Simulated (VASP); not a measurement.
Wanted: the native input for a VASP 6.6.1 run.

```yaml
Task: relaxation of cell and atoms
Functional: r2SCAN
Potentials_or_basis: VASP PAW PBE potentials, release 64 (Rb_sv, Cl)
Cutoff: 600 eV
k_mesh: 5 × 5 × 5
Occupations: fermi-dirac, width 0.02 eV
Spin: no spin polarisation
Dipole_correction: no
Further_INCAR_settings: ALGO = Normal; EDIFF = 1e-06; IBRION = 2; EDIFFG = -0.03; NSW = 80; ISIF = 3
```

The system is RbCl.

```
Rb Cl
1.0
     0.00000    3.59000    3.59000
     3.59000    0.00000    3.59000
     3.59000    3.59000    0.00000
Rb Cl
1 1
Direct
  0.00000 0.00000 0.00000
  0.50000 0.50000 0.50000
```

One way to write it, as run:

POSCAR

```
RbCl
1.0
    0.0000000000      3.5900000000      3.5900000000
    3.5900000000      0.0000000000      3.5900000000
    3.5900000000      3.5900000000      0.0000000000
Rb Cl
1 1
Direct
    0.0000000000      0.0000000000      0.0000000000
    0.5000000000      0.5000000000      0.5000000000
```

INCAR.step1

```
SYSTEM = RbCl
PREC = Accurate
ENCUT = 600
ISMEAR = -1
SIGMA = 0.02
LREAL = .FALSE.
LASPH = .TRUE.
NELM = 60
GGA = PE
ALGO = Normal
EDIFF = 1E-4
LWAVE = .TRUE.
LCHARG = .FALSE.
```

INCAR.step2

```
SYSTEM = RbCl
PREC = Accurate
ENCUT = 600
EDIFF = 1E-6
ISMEAR = -1
SIGMA = 0.02
LREAL = .FALSE.
LASPH = .TRUE.
NELM = 60
ALGO = Normal
ISIF = 3
LWAVE = .FALSE.
LCHARG = .FALSE.
METAGGA = R2SCAN
LMIXTAU = .TRUE.
IBRION = 2
NSW = 80
EDIFFG = -0.03
ISTART = 1
```

KPOINTS

```
Automatic mesh
0
G
  5 5 5
  0 0 0
```

Potentials or basis: VASP PAW PBE potentials, release 64 (Rb_sv, Cl).

Run with:

```console
$ cat potpaw_PBE.64/Rb_sv/POTCAR potpaw_PBE.64/Cl/POTCAR > POTCAR
$ cp INCAR.step1 INCAR
$ mpirun -np 1 vasp_std > vasp.out
$ cp INCAR.step2 INCAR
$ mpirun -np 1 vasp_std > vasp.out
```

It gave:

```json
{
  "Relaxed volume": "36.26 Å³/atom",
  "Relaxed cell": "a = 4.681 Å, b = 4.681 Å, c = 4.681 Å, α = 60.00°, β = 60.00°, γ = 60.00°",
  "Space group after relaxing (to 0.05 Å)": "Fm-3m (No. 225)",
  "Energy gained by relaxing": "88.4 meV/atom",
  "Ionic steps": "5",
  "Pressure after relaxing": "0.0 GPa",
  "Band gap on the k mesh": "5.55 eV, direct"
}
```

Caveat: the volume moved by over 15 % at a fixed basis, so the end points are rough; the PAW data sets were made with another functional, which shifts forces and pressure a little.

It took 5.1 min on 1 thread of Intel Xeon 6975P-C (shared host), peak memory 0.3 GiB.
